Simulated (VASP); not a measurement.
Here is a VASP 6.6.1 calculation.

The input INCAR:

```
SYSTEM = Os
PREC = Accurate ; ENCUT = 600
EDIFF = 1E-6 ; ISMEAR = 1
SIGMA = 0.1 ; LREAL = .FALSE.
LASPH = .TRUE. ; NELM = 120
ALGO = Normal ; ISIF = 2
LWAVE = .FALSE. ; LCHARG = .FALSE.
GGA = PE ; NBANDS = 15
GGA_COMPAT = .FALSE.
```

File KPOINTS:

```
regular mesh
0
G
  13 13 7
  0 0 0
```

POSCAR

```
Os
1.0
    2.7341000000      0.0000000000      0.0000000000
   -1.3670500000      2.3678000565      0.0000000000
    0.0000000000      0.0000000000      4.3197000000
Os
2
Direct
    0.6666666667      0.3333333333      0.7500000000
    0.3333333333      0.6666666667      0.2500000000
```

Potentials or basis: VASP PAW PBE potentials, release 64 (Os).

Run with:

```bash
$ cat potpaw_PBE.64/Os/POTCAR > POTCAR
$ mpirun -np 1 vasp_std > vasp.out
```

Problem. Estimate the pressure.

Solution. 8.7 GPa.

Problem. Estimate the band gap on the k mesh.

Solution. Zero (band 8 reaches 11.56 eV, above the bottom of band 9 at 7.75 eV).

Stress tensor (GPa, compression positive):
```
9.14 0.00 0.00
0.00 9.14 0.00
0.00 0.00 7.90
```

Caveat: spin-orbit coupling is left out, which moves the levels of the heavy elements.
